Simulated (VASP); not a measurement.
# Li (P-1) in VASP: notebook

The runs below take Li through single point, with PBE.

Program: VASP 6.6.1. These are calculated values, not measurements. Logs are shortened: lines on timing, memory, paths and dates and some standing lists are left out, and cuts for length are marked.

## 1. The cell of the first run

The typed cell holds 2 atoms: a = 3.111 Å, b = 3.124 Å, c = 5.093 Å, α = 90.21°, β = 90.57°, γ = 120.43°.

## 2. Single point, PBE (equal xy, yz and zx shear strains of -1 %)

INCAR reads:

```
ALGO = Normal ; EDIFF = 1E-6
ENCUT = 520 ; GGA = PE
ISIF = 2 ; ISMEAR = -1
LASPH = T ; LCHARG = F
LREAL = F ; LWAVE = F
NBANDS = 10 ; NELM = 80
PREC = Accurate ; SIGMA = 0.08
```

KPOINTS reads:

```
k-points
0
Gamma
  15 15 8
```

POSCAR reads:

```
Li
1.0
    3.1110021516     -0.0155550108     -0.0155550108
   -1.5689721103      2.7019843999     -0.0056935291
   -0.0254650000     -0.0254650000      5.0930000000
Li
2
Direct
    0.3333333333      0.6666666667      0.2500000000
    0.6666666667      0.3333333333      0.7500000000
```

Potentials or basis: VASP PAW PBE potentials, release 64 (Li_sv).

On the command line:

```
cat potpaw_PBE.64/Li_sv/POTCAR > POTCAR
mpirun -np 1 vasp_std > vasp.out
```

OUTCAR:

```text
EDIFF = 1E-6
   ENCUT = 520
   GGA = PE
   ISIF = 2
   ISMEAR = -1
   LASPH = T
   LREAL = F
   NELM = 80
   PREC = Accurate

 ion  position               nearest neighbor table
   1  0.333  0.667  0.250-
   2  0.667  0.333  0.750-

  LATTYP: Found a triclinic cell.
 ALAT       =     3.0976137608
 B/A-ratio  =     1.0043472705
 C/A-ratio  =     1.6442099360
 COS(alpha) =     0.0099745013
 COS(beta)  =     0.0136846555
 COS(gamma) =     0.4934979113

  Lattice vectors:

 A1 = (   1.5420300413,   2.6864293891,  -0.0212485399)
 A2 = (   3.1110021516,  -0.0155550108,  -0.0155550108)
 A3 = (   0.0254650000,   0.0254650000,  -5.0930000000)

Analysis of symmetry for initial positions (statically):
=====================================================================
 Subroutine PRICEL returns:
 Original cell was already a primitive cell.

 Routine SETGRP: Setting up the symmetry group for a
 triclinic supercell.

 Subroutine GETGRP returns: Found  2 space group operations
 (whereof  2 operations were pure point group operations)
 out of a pool of  2 trial point group operations.

The static configuration has the point symmetry S_2 .

Analysis of symmetry for dynamics (positions and initial velocities):
=====================================================================
 Subroutine PRICEL returns:
 Original cell was already a primitive cell.

 Routine SETGRP: Setting up the symmetry group for a
 triclinic supercell.

 Subroutine GETGRP returns: Found  2 space group operations
 (whereof  2 operations were pure point group operations)
 out of a pool of  2 trial point group operations.

The dynamic configuration has the point symmetry S_2 .

 Subroutine INISYM returns: Found  2 space group operations
 (whereof  2 operations are pure point group operations),
 and found     1 'primitive' translations

----------------------------------------------------------------------------------------

                                     Primitive cell

  volume of cell :      42.6847

  direct lattice vectors                    reciprocal lattice vectors
     3.111002152 -0.015555011 -0.015555011     0.322388609  0.187208055  0.002547983
    -1.568972110  2.701984400 -0.005693529     0.001865253  0.371185396  0.001865253
    -0.025465000 -0.025465000  5.093000000     0.000986723  0.000986723  0.196357796

  length of vectors
     3.111079926  3.124488054  5.093127323     0.372810627  0.371194769  0.196362754

  position of ions in fractional coordinates (direct lattice)
     0.333333333  0.666666667  0.250000000
     0.666666667  0.333333333  0.750000000

  ion indices of the primitive-cell ions
   primitive index   ion index
                 1           1
                 2           2

----------------------------------------------------------------------------------------

 KPOINTS: k-points

Automatic generation of k-mesh.
 Grid dimensions read from file:
 generate k-points for:   15   15    8

 Generating k-lattice:

  Cartesian coordinates                     Fractional coordinates (reciprocal lattice)
     0.021492574  0.012480537  0.000169866     0.066666667  0.000000000 -0.000000000
     0.000124350  0.024745693  0.000124350     0.000000000  0.066666667  0.000000000
     0.000123340  0.000123340  0.024544724     0.000000000 -0.000000000  0.125000000

  Length of vectors
     0.024854042  0.024746318  0.024545344

  Shift w.r.t. Gamma in fractional coordinates (k-lattice)
     0.000000000  0.000000000  0.000000000

 Subroutine IBZKPT returns following result:
 ===========================================

 Found    901 irreducible k-points:

 Following reciprocal coordinates:
            Coordinates               Weight
  0.000000  0.000000  0.000000      1.000000
  0.066667 -0.000000  0.000000      2.000000
  0.133333 -0.000000  0.000000      2.000000
  0.200000  0.000000  0.000000      2.000000
  0.266667 -0.000000  0.000000      2.000000
  0.333333  0.000000 -0.000000      2.000000
[... 16 lines left out ...]
 -0.066667  0.066667  0.000000      2.000000
  0.000000  0.133333 -0.000000      2.000000
 [... further k-points ...]
   k-points           NKPTS =    901   k-points in BZ     NKDIM =    901   number of bands    NBANDS=     10
   number of dos      NEDOS =    301   number of ions     NIONS =      2
   total plane-waves  NPLWV =  23040
   dimension x,y,z NGX =    24 NGY =   24 NGZ =   40
   dimension x,y,z NGXF=    48 NGYF=   48 NGZF=   80
   ions per type =               2
   NGX,Y,Z   is equivalent  to a cutoff of  12.82, 12.77, 13.06 a.u.
   NGXF,Y,Z  is equivalent  to a cutoff of  25.65, 25.54, 26.11 a.u.
 SYSTEM =  unknown system
   PREC   = accura    normal or accurate (medium, high low for compatibility)
   ISTART =      0    job   : 0-new  1-cont  2-samecut
   ICHARG =      2    charge: 1-file 2-atom 10-const
   ISPIN  =      1    spin polarized calculation?
   LNONCOLLINEAR =      F non collinear calculations
   LSORBIT =      F    spin-orbit coupling
   LASPH  =      T    aspherical Exc in radial PAW
   ENCUT  =  520.0 eV  38.22 Ry    6.18 a.u.   5.78  5.81  9.47*2*pi/ulx,y,z
   NELM   =     80;   NELMIN=  2; NELMDL= -5     # of ELM steps
   EDIFF  = 0.1E-05   stopping-criterion for ELM
   LREAL  =      F    real-space projection
   EDIFFG = 0.1E-04   stopping-criterion for IOM
   NSW    =      0    number of steps for IOM
   IBRION =     -1    ionic relax: 0-MD 1-quasi-New 2-CG
   NFREE  =      0    steps in history (QN), initial steepest desc. (CG)
   ISIF   =      2    stress and relaxation
   ISYM   =      2    0-nonsym 1-usesym 2-fastsym
   POTIM  = 0.5000    time-step for ionic-motion
   TEBEG  =    0.0;   TEEND  =   0.0 temperature during run
   PSTRESS=    0.0 pullay stress
   NELECT =       6.0000    total number of electrons
   NUPDOWN=      -1.0000    fix difference up-down
   EMIN   =  10.00;   EMAX   =-10.00  energy-range for DOS
   EFERMI =   0.00;   METHOD = LEGACY
   ISMEAR =    -1;   SIGMA  =   0.08  broadening in eV -4-tet -1-fermi 0-gaus
   EFERMI_NEDOS =   21; number of points for ismear=-14 and -15
   IALGO  =     38    algorithm
   IMIX   =      4    mixing-type and parameters
     AMIX     =   0.40;   BMIX     =  1.00
     AMIX_MAG =   1.60;   BMIX_MAG =  1.00
  volume/ion in A,a.u.               =      21.34       144.03
  Fermi-wavevector in a.u.,A,eV,Ry     =   0.851206  1.608545  9.858116  0.724551
  Thomas-Fermi vector in A             =   1.967303
   LORBIT       =      0    0 simple, 1 ext, 2 COOP (PROOUT), +10 PAW based schemes
   GGA     = PE    functional components
   LHFCALC =     F    Hartree Fock is set to
   AEXX    =    0.0000 exact exchange contribution
   IVDW    =     0    specifies the selected vdW correction
   LEPSILON=     F    determine dielectric tensor
   LRPA    =     F    only Hartree local field effects (RPA)
 non-spin polarized calculation
  energy-cutoff  :      520.00
  volume of cell :       42.68
 maximum number of plane-waves:      1166
   NGX = 11   NGY = 11   NGZ = 19

 number of electron       5.9999992 magnetization

 Free energy of the ion-electron system (eV)
  ---------------------------------------------------
  ext. energy  EPLUGINS =         0.00000000
  ---------------------------------------------------
  free energy    TOTEN  =        -3.81736412 eV

  energy without entropy =       -3.79583468  energy(sigma->0) =       -3.80659940

 E-fermi :   0.4837     XC(G=0):  -6.9200

 val. band max:        0.4834537196   @ k =   0.0667   0.4667   0.0000
 cond. band min:       0.4846769915   @ k =   0.1333   0.4000   0.0000
 fundamental gap:      0.0012232719
 Fermi energy:         0.4837275585

 k-point     1 :       0.0000    0.0000    0.0000
  band No.  band energies     occupation
      1     -46.1330      2.00000
      2     -46.1185      2.00000
      3      -3.0085      2.00000
      4       0.4765      1.04498
      5       3.2247      0.00000
      6      12.4506      0.00000
      7      12.5949      0.00000
      8      13.7952      0.00000
      9      13.9501      0.00000
     10      14.3935      0.00000

 k-point     2 :       0.0667   -0.0000    0.0000
  band No.  band energies     occupation
      1     -46.1324      2.00000
      2     -46.1183      2.00000
      3      -2.9385      2.00000
      4       0.5675      0.51947
      5       3.2545      0.00000
      6      11.8632      0.00000
      7      11.9300      0.00000
      8      13.8544      0.00000
      9      14.1354      0.00000
     10      14.3288      0.00000

 k-point     3 :       0.1333   -0.0000    0.0000
  band No.  band energies     occupation
      1     -46.1308      2.00000
      2     -46.1175      2.00000
      3      -2.7282      2.00000
      4       0.8403      0.02294
      5       3.3394      0.00000
      6      10.3332      0.00000
      7      11.0659      0.00000
      8      13.7068      0.00000
      9      13.9873      0.00000
     10      14.2456      0.00000

 k-point     4 :       0.2000    0.0000    0.0000
  band No.  band energies     occupation
      1     -46.1283      2.00000
      2     -46.1164      2.00000
      3      -2.3775      2.00000
      4       1.2939      0.00008
      5       3.4550      0.00000
      6       8.6892      0.00000
      7      10.2621      0.00000
      8      12.8006      0.00000
      9      13.1542      0.00000
     10      13.7539      0.00000
[... 222 lines left out ...]
 k-point    22 :      -0.1333    0.0667    0.0000
  band No.  band energies     occupation
      1     -46.1313      2.00000
      2     -46.1178      2.00000
      3      -2.8001      2.00000
      4       0.7471      0.07167
      5       3.3106      0.00000
      6      10.8331      0.00000
      7      11.1192      0.00000
      8      13.8762      0.00000
      9      14.1110      0.00000
     10      14.2689      0.00000

 k-point    23 :      -0.0667    0.0667    0.0000
  band No.  band energies     occupation
      1     -46.1324      2.00000
      2     -46.1183      2.00000
      3      -2.9397      2.00000
      4       0.5660      0.52677
      5       3.2535      0.00000
      6      11.6647      0.00000
      7      12.0776      0.00000
      8      13.8369      0.00000
      9      14.2406      0.00000
     10      14.3298      0.00000

 k-point    24 :       0.0000    0.1333   -0.0000
  band No.  band energies     occupation
      1     -46.1308      2.00000
      2     -46.1175      2.00000
      3      -2.7307      2.00000
      4       0.8372      0.02381
      5       3.3367      0.00000
      6      10.2240      0.00000
      7      11.1509      0.00000
      8      13.7247      0.00000
      9      13.9596      0.00000
     10      14.3060      0.00000

 [... further k-points ...]
[... 5 lines left out ...]
  --------------------------------------------------------------------------------------
  -------------------------------------------------------------------------------------
  Total       -0.1926537     -0.1916866     -0.1942970      0.0156882      0.0150750      0.0152074
  in kB       -7.2312900     -7.1949892     -7.2929687      0.5888605      0.5658443      0.5708123
  external PRESSURE =      -7.2397493 kB  Pullay stress =       0.0000000 kB

 VOLUME and BASIS-vectors are now :
 -----------------------------------------------------------------------------
  energy-cutoff  :      520.00
  volume of cell :       42.68
      direct lattice vectors                 reciprocal lattice vectors
     3.111002152 -0.015555011 -0.015555011     0.322388609  0.187208055  0.002547983
    -1.568972110  2.701984400 -0.005693529     0.001865253  0.371185396  0.001865253
    -0.025465000 -0.025465000  5.093000000     0.000986723  0.000986723  0.196357796

 POSITION                                       TOTAL-FORCE (eV/Angst)
 -----------------------------------------------------------------------------------
     -0.01535      1.78977      1.26427         0.003929     -0.000022      0.000179
      1.53191      0.87119      3.80748        -0.003929      0.000022     -0.000179
 -----------------------------------------------------------------------------------
    total drift:                               -0.000000      0.000000     -0.000000

  FREE ENERGIE OF THE ION-ELECTRON SYSTEM (eV)
  ---------------------------------------------------
  free  energy   TOTEN  =        -3.8173641248 eV

  energy  without entropy=       -3.7958346782  energy(sigma->0) =       -3.80659940
```

It took 80 s on 1 thread of Intel Xeon 6975P-C (Granite Rapids), shared host; peak memory 0.37 GiB.

Results:

| Property | Result |
| --- | --- |
| Free energy | -3.8174 eV |
| Largest force | 0.004 eV/Å |
| Band gap on the k mesh | zero (bands 3 and 4 overlap by 4.48 eV) |

Forces on the atoms (eV/Å):
```
Li   0.004  0.000  0.000
Li  -0.004  0.000  0.000
```

Levels at points of the mesh, in eV from the Fermi level:
```tsv
k point	band 1	band 2	band 3	band 4	band 5	band 6	band 7
(0.00, 0.00, 0.00)	-46.62	-46.60	-3.49	-0.01	2.74	11.97	12.11
(0.00, 0.00, 0.50)	-46.61	-46.61	-2.40	-2.40	7.65	7.65	12.80
```

Caveat: the cell differs from its parent crystal (equal xy, yz and zx shear strains of -1 %); the cutoff is under 1.25 times the usual one of these potentials, so pressure, stress and relaxed cells hold a basis-set (Pulay) error.

(Continued in part 2 of 2.)
